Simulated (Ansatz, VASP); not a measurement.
## Hf in VASP and in Ansatz

```
CELL_PARAMETERS angstrom
3.20481 0.00000 0.00000
1.60240 2.77544 0.00000
0.00000 0.00000 28.66791
ATOMIC_POSITIONS crystal
Hf 0.66667 0.66667 0.28287
Hf 0.00000 0.00000 0.36554
Hf 0.66667 0.66667 0.45662
Hf 0.00000 0.00000 0.54338
Hf 0.66667 0.66667 0.63446
Hf 0.00000 0.00000 0.71713
```

Alike in both runs: functional PBE; k mesh 12 × 12 × 1; no spin polarisation.

Ansatz relaxed the structure, and its values are those at the end. VASP's run is a single point on that final structure, the one shown.

|  | VASP | Ansatz |
| --- | --- | --- |
| version | VASP 6.6.1 | Ansatz 0.2.0 |
| potentials or method | VASP PAW PBE potentials, release 64 (Hf_pv) | plane-wave PAW, scalar-relativistic |
| plane-wave cutoff (eV) | 520 | 420 |
| occupations | methfessel-paxton of order 1, width 0.1 eV | cold, width 0.1 eV |
| valence electrons in the cell | 60 | 156 |

VASP gave:

- rms of the force components (eV/Å): 0.019
- work function, face that differs most (eV): 4.34

What did Ansatz give for the same quantities?

rms of the force components (eV/Å): 0.001; work function, face that differs most (eV): 4.35.

VASP's potentials hold 60 valence electrons a cell and Ansatz's 156, so a difference there can come from the potentials and not from the codes.

Neither program's run includes spin-orbit coupling.
